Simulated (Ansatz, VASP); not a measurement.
Mo: VASP beside Ansatz

```xyz
1
Lattice="-1.5558 1.5558 1.5558 1.5558 -1.5558 1.5558 1.5558 1.5558 -1.5558" Properties=species:S:1:pos:R:3 pbc="T T T"
Mo    0.0000    0.0000    0.0000
```

Alike in both runs: functional LDA; k mesh 16 × 16 × 16; occupations fermi-dirac, width 0.15 eV; no spin polarisation.

Ansatz relaxed the structure, and its values are those at the end. VASP's run is a single point on that final structure, the one shown.

|  | VASP | Ansatz |
| --- | --- | --- |
| version | VASP 6.6.1 | Ansatz 0.2.0 |
| potentials or method | VASP PAW LDA potentials, release 64 (Mo_sv), cutoff 520 eV | scalar-relativistic, plane waves, PAW |
| valence electrons in the cell | 14 | 14 |

VASP gave:

- gap on the k mesh at the Fermi level (eV): none
- pressure (GPa): 1.1

Problem. Which values does Ansatz return?

Solution. gap on the k mesh at the Fermi level (eV): none; pressure (GPa): 0.0.

Ansatz warns that its potentials were made for another functional, while VASP's fit it. LDA's correlation is that of Perdew and Zunger in VASP and of Perdew and Wang (1992) in Ansatz. A gap of «none» marks a metal or a gap that the smearing closes.
